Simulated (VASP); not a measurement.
# Y (Fm-3m) in VASP: notebook

The runs below take Y through electric field gradients, with PBEsol.

Program: VASP 6.6.1. These are calculated values, not measurements. Logs are shortened: lines on timing, memory, paths and dates and some standing lists are left out, and cuts for length are marked.

## (1) The cell of the first run

The structure is cubic, space group Fm-3m (No. 225). The conventional cell has a = 5.104 Å, b = 5.104 Å, c = 5.104 Å, α = 90.00°, β = 90.00°, γ = 90.00°. Within 4.7 Å of Y (site symmetry m-3m) lie 12 Y at 3.61 Å.

This isn't the form of Y at room conditions, which is hcp.

## (2) Electric field gradients, PBEsol

File INCAR:

```
PREC     = Accurate       # precision mode
ENCUT    = 520            # plane-wave cutoff, eV
EDIFF    = 1E-8           # SCF threshold, eV
ISMEAR   = -1             # smearing method
SIGMA    = 0.03           # smearing width, eV
LREAL    = F              # projectors in reciprocal space
LASPH    = T              # aspherical terms in the spheres
NELM     = 60             # most SCF steps
ALGO     = Normal         # electronic algorithm
ISIF     = 2              # what is computed and relaxed
LWAVE    = F              # write WAVECAR
LCHARG   = F              # write CHGCAR
GGA      = PS             # functional
LEFG     = T            
NBANDS   = 12             # bands
```

File KPOINTS:

```
Automatic mesh
0
Gamma
  12 12 12
```

File POSCAR:

```
Y
1.0
    0.0000000000      2.5519910612      2.5519910612
    2.5519910612      0.0000000000      2.5519910612
    2.5519910612      2.5519910612      0.0000000000
Y
1
Direct
    0.0000000000      0.0000000000      0.0000000000
```

Potentials or basis: VASP PAW PBE potentials, release 64 (Y_sv).

Launch:

```sh
$ cat potpaw_PBE.64/Y_sv/POTCAR > POTCAR
$ mpirun -np 1 vasp_std > vasp.out
```

OUTCAR:

```text
PREC = Accurate
   ENCUT = 520
   EDIFF = 1E-8
   ISMEAR = -1
   LREAL = F
   LASPH = T
   NELM = 60
   ISIF = 2
   GGA = PS

 ion  position               nearest neighbor table
   1  0.000  0.000  0.000-

  LATTYP: Found a face centered cubic cell.
 ALAT       =     5.1039821224

  Lattice vectors:

 A1 = (   0.0000000000,   2.5519910612,   2.5519910612)
 A2 = (   2.5519910612,   0.0000000000,   2.5519910612)
 A3 = (   2.5519910612,   2.5519910612,   0.0000000000)

Analysis of symmetry for initial positions (statically):
=====================================================================
 Subroutine PRICEL returns:
 Original cell was already a primitive cell.

 Routine SETGRP: Setting up the symmetry group for a
 face centered cubic supercell.

 Subroutine GETGRP returns: Found 48 space group operations
 (whereof 48 operations were pure point group operations)
 out of a pool of 48 trial point group operations.

The static configuration has the point symmetry O_h .

Analysis of symmetry for dynamics (positions and initial velocities):
=====================================================================
 Subroutine PRICEL returns:
 Original cell was already a primitive cell.

 Routine SETGRP: Setting up the symmetry group for a
 face centered cubic supercell.

 Subroutine GETGRP returns: Found 48 space group operations
 (whereof 48 operations were pure point group operations)
 out of a pool of 48 trial point group operations.

The dynamic configuration has the point symmetry O_h .

 Subroutine INISYM returns: Found 48 space group operations
 (whereof 48 operations are pure point group operations),
 and found     1 'primitive' translations

----------------------------------------------------------------------------------------

                                     Primitive cell

  volume of cell :      33.2405

  direct lattice vectors                    reciprocal lattice vectors
     0.000000000  2.551991061  2.551991061    -0.195925451  0.195925451  0.195925451
     2.551991061  0.000000000  2.551991061     0.195925451 -0.195925451  0.195925451
     2.551991061  2.551991061  0.000000000     0.195925451  0.195925451 -0.195925451

  length of vectors
     3.609060370  3.609060370  3.609060370     0.339352836  0.339352836  0.339352836

  position of ions in fractional coordinates (direct lattice)
     0.000000000  0.000000000  0.000000000

  ion indices of the primitive-cell ions
   primitive index   ion index
                 1           1

----------------------------------------------------------------------------------------

 KPOINTS: Automatic mesh

Automatic generation of k-mesh.
 Grid dimensions read from file:
 generate k-points for:   12   12   12

 Generating k-lattice:

  Cartesian coordinates                     Fractional coordinates (reciprocal lattice)
    -0.016327121  0.016327121  0.016327121     0.083333333  0.000000000  0.000000000
     0.016327121 -0.016327121  0.016327121     0.000000000  0.083333333  0.000000000
     0.016327121  0.016327121 -0.016327121     0.000000000  0.000000000  0.083333333

  Length of vectors
     0.028279403  0.028279403  0.028279403

  Shift w.r.t. Gamma in fractional coordinates (k-lattice)
     0.000000000  0.000000000  0.000000000

 Subroutine IBZKPT returns following result:
 ===========================================

 Found     72 irreducible k-points:

 Following reciprocal coordinates:
            Coordinates               Weight
  0.000000  0.000000  0.000000      1.000000
  0.083333  0.000000  0.000000      8.000000
  0.166667  0.000000  0.000000      8.000000
  0.250000  0.000000  0.000000      8.000000
  0.333333  0.000000  0.000000      8.000000
  0.416667  0.000000  0.000000      8.000000
[... 16 lines left out ...]
  0.500000  0.166667  0.000000     24.000000
 -0.416667  0.166667  0.000000     24.000000
 [... further k-points ...]
   k-points           NKPTS =     72   k-points in BZ     NKDIM =     72   number of bands    NBANDS=     12
   number of dos      NEDOS =    301   number of ions     NIONS =      1
   total plane-waves  NPLWV =  21952
   dimension x,y,z NGX =    28 NGY =   28 NGZ =   28
   dimension x,y,z NGXF=    56 NGYF=   56 NGZF=   56
   ions per type =               1
   NGX,Y,Z   is equivalent  to a cutoff of  12.90, 12.90, 12.90 a.u.
   NGXF,Y,Z  is equivalent  to a cutoff of  25.80, 25.80, 25.80 a.u.
 SYSTEM =  unknown system
   PREC   = accura    normal or accurate (medium, high low for compatibility)
   ISTART =      0    job   : 0-new  1-cont  2-samecut
   ICHARG =      2    charge: 1-file 2-atom 10-const
   ISPIN  =      1    spin polarized calculation?
   LNONCOLLINEAR =      F non collinear calculations
   LSORBIT =      F    spin-orbit coupling
   LASPH  =      T    aspherical Exc in radial PAW
   ENCUT  =  520.0 eV  38.22 Ry    6.18 a.u.   6.71  6.71  6.71*2*pi/ulx,y,z
   NELM   =     60;   NELMIN=  2; NELMDL= -5     # of ELM steps
   EDIFF  = 0.1E-07   stopping-criterion for ELM
   LREAL  =      F    real-space projection
   EDIFFG = 0.1E-06   stopping-criterion for IOM
   NSW    =      0    number of steps for IOM
   IBRION =     -1    ionic relax: 0-MD 1-quasi-New 2-CG
   NFREE  =      0    steps in history (QN), initial steepest desc. (CG)
   ISIF   =      2    stress and relaxation
   ISYM   =      2    0-nonsym 1-usesym 2-fastsym
   POTIM  = 0.5000    time-step for ionic-motion
   TEBEG  =    0.0;   TEEND  =   0.0 temperature during run
   PSTRESS=    0.0 pullay stress
   NELECT =      11.0000    total number of electrons
   NUPDOWN=      -1.0000    fix difference up-down
   EMIN   =  10.00;   EMAX   =-10.00  energy-range for DOS
   EFERMI =   0.00;   METHOD = LEGACY
   ISMEAR =    -1;   SIGMA  =   0.03  broadening in eV -4-tet -1-fermi 0-gaus
   EFERMI_NEDOS =   21; number of points for ismear=-14 and -15
   IALGO  =     38    algorithm
   IMIX   =      4    mixing-type and parameters
     AMIX     =   0.40;   BMIX     =  1.00
     AMIX_MAG =   1.60;   BMIX_MAG =  1.00
  volume/ion in A,a.u.               =      33.24       224.32
  Fermi-wavevector in a.u.,A,eV,Ry     =   1.132357  2.139844 17.445821  1.282232
  Thomas-Fermi vector in A             =   2.269058
   LORBIT       =      0    0 simple, 1 ext, 2 COOP (PROOUT), +10 PAW based schemes
   GGA     = PS    functional components
   LHFCALC =     F    Hartree Fock is set to
   AEXX    =    0.0000 exact exchange contribution
   IVDW    =     0    specifies the selected vdW correction
   LEPSILON=     F    determine dielectric tensor
   LRPA    =     F    only Hartree local field effects (RPA)
 non-spin polarized calculation
  energy-cutoff  :      520.00
  volume of cell :       33.24
 maximum number of plane-waves:       934
   NGX = 13   NGY = 13   NGZ = 13

 number of electron      11.0000001 magnetization

 Free energy of the ion-electron system (eV)
  ---------------------------------------------------
  ext. energy  EPLUGINS =         0.00000000
  ---------------------------------------------------
  free energy    TOTEN  =        -6.77880879 eV

  energy without entropy =       -6.77362200  energy(sigma->0) =       -6.77621539

 E-fermi :   2.8755     XC(G=0):  -9.4843

 val. band max:        2.8446890205   @ k =  -0.2500   0.4167   0.1667
 cond. band min:       2.8860421106   @ k =  -0.3333   0.2500   0.0000
 fundamental gap:      0.0413530901
 Fermi energy:         2.8755303187

 k-point     1 :       0.0000    0.0000    0.0000
  band No.  band energies     occupation
      1     -39.7621      2.00000
      2     -19.4919      2.00000
      3     -19.4919      2.00000
      4     -19.4919      2.00000
      5      -1.8573      2.00000
      6       4.6344      0.00000
      7       4.6344      0.00000
      8       4.6344      0.00000
      9       6.5927      0.00000
     10       6.5927      0.00000
     11      11.8083      0.00000
     12      14.9817      0.00000

 k-point     2 :       0.0833    0.0000    0.0000
  band No.  band energies     occupation
      1     -39.7581      2.00000
      2     -19.5295      2.00000
      3     -19.4966      2.00000
      4     -19.4966      2.00000
      5      -1.6879      2.00000
      6       4.4475      0.00000
      7       4.7130      0.00000
      8       4.7130      0.00000
      9       6.5072      0.00000
     10       6.5072      0.00000
     11      12.1910      0.00000
     12      14.2375      0.00000

 k-point     3 :       0.1667    0.0000    0.0000
  band No.  band energies     occupation
      1     -39.7472      2.00000
      2     -19.6307      2.00000
      3     -19.5097      2.00000
      4     -19.5097      2.00000
      5      -1.2081      2.00000
      6       4.0202      0.00000
      7       4.8696      0.00000
      8       4.8696      0.00000
      9       6.3916      0.00000
     10       6.3916      0.00000
     11      12.7467      0.00000
     12      13.4876      0.00000
[... 286 lines left out ...]
 k-point    23 :       0.5000    0.1667    0.0000
  band No.  band energies     occupation
      1     -39.6972      2.00000
      2     -19.9713      2.00000
      3     -19.6425      2.00000
      4     -19.5929      2.00000
      5       1.3858      2.00000
      6       2.9154      0.41885
      7       3.9780      0.00000
      8       5.0395      0.00000
      9       8.0737      0.00000
     10       8.1270      0.00000
     11      10.1106      0.00000
     12      12.9788      0.00000

 k-point    24 :      -0.4167    0.1667    0.0000
  band No.  band energies     occupation
      1     -39.6962      2.00000
      2     -19.9759      2.00000
      3     -19.6601      2.00000
      4     -19.5819      2.00000
      5       1.4754      2.00000
      6       2.9823      0.05541
      7       3.9511      0.00000
      8       4.9700      0.00000
      9       7.6345      0.00000
     10       8.5807      0.00000
     11      10.0883      0.00000
     12      12.9754      0.00000

 [... further k-points ...]

------------------------ aborting loop because EDIFF is reached ----------------------------------------

  FORCE on cell =-STRESS in cart. coord.  units (eV):
  Direction    XX          YY          ZZ          XY          YZ          ZX
  --------------------------------------------------------------------------------------
  -------------------------------------------------------------------------------------
  Total       -0.6024965     -0.6024965     -0.6024965      0.0000000      0.0000000     -0.0000000
  in kB      -29.0400705    -29.0400705    -29.0400705      0.0000000      0.0000000     -0.0000000
  external PRESSURE =     -29.0400705 kB  Pullay stress =       0.0000000 kB

 VOLUME and BASIS-vectors are now :
 -----------------------------------------------------------------------------
  energy-cutoff  :      520.00
  volume of cell :       33.24
      direct lattice vectors                 reciprocal lattice vectors
     0.000000000  2.551991061  2.551991061    -0.195925451  0.195925451  0.195925451
     2.551991061  0.000000000  2.551991061     0.195925451 -0.195925451  0.195925451
     2.551991061  2.551991061  0.000000000     0.195925451  0.195925451 -0.195925451

 POSITION                                       TOTAL-FORCE (eV/Angst)
 -----------------------------------------------------------------------------------
      0.00000      0.00000      0.00000         0.000000      0.000000      0.000000
 -----------------------------------------------------------------------------------
    total drift:                               -0.000000     -0.000000     -0.000000

  FREE ENERGIE OF THE ION-ELECTRON SYSTEM (eV)
  ---------------------------------------------------
  free  energy   TOTEN  =        -6.7788087916 eV

  energy  without entropy=       -6.7736219983  energy(sigma->0) =       -6.77621539

 Electric field gradients (V/A^2)
---------------------------------------------------------------------
 ion       V_xx      V_yy      V_zz      V_xy      V_xz      V_yz
---------------------------------------------------------------------
   1       0.000     0.000    -0.000    -0.000    -0.000    -0.000
---------------------------------------------------------------------

 Electric field gradients after diagonalization (V/A^2)
 (convention: |V_zz| > |V_xx| > |V_yy|)
----------------------------------------------------------------------
 ion       V_xx      V_yy      V_zz     asymmetry (V_yy - V_xx)/ V_zz
----------------------------------------------------------------------
   1       0.000     0.000    -0.000       0.000
----------------------------------------------------------------------

           NMR quadrupolar parameters

 Cq : quadrupolar parameter    Cq=e*Q*V_zz/h
 eta: asymmetry parameters     (V_yy - V_xx)/ V_zz
 Q  : nuclear electric quadrupole moment in mb (millibarn)
----------------------------------------------------------------------
 ion       Cq(MHz)       eta       Q (mb)
----------------------------------------------------------------------
   1      -0.000       0.000       1.000
----------------------------------------------------------------------
```

Run time: 52 s. Hardware: 1 thread of Intel Xeon 8259CL, shared host; peak memory 0.19 GiB.

What came out:

```
Free energy                             : -6.7788 eV
Pressure                                : -2.9 GPa
Band gap on the k mesh                  : zero (an odd number of electrons rules out a gap without spin polarisation)
Largest electric field gradient by atom : zero within the noise of the run
```

Levels at points of the mesh, in eV from the Fermi level:
```csv
k point,band 2,band 3,band 4,band 5,band 6,band 7,band 8,band 9
"(0.00, 0.00, 0.00)",-22.37,-22.37,-22.37,-4.73,1.76,1.76,1.76,3.72
"(0.50, 0.00, 0.00)",-22.90,-22.44,-22.44,-1.96,0.58,1.60,1.60,5.14
"(0.50, 0.50, 0.00)",-22.87,-22.56,-22.56,-1.70,-0.83,2.00,5.15,5.55
```

Caveat: the PAW data sets were made with another functional, which shifts forces and pressure a little.

[end of part 1 of 2]
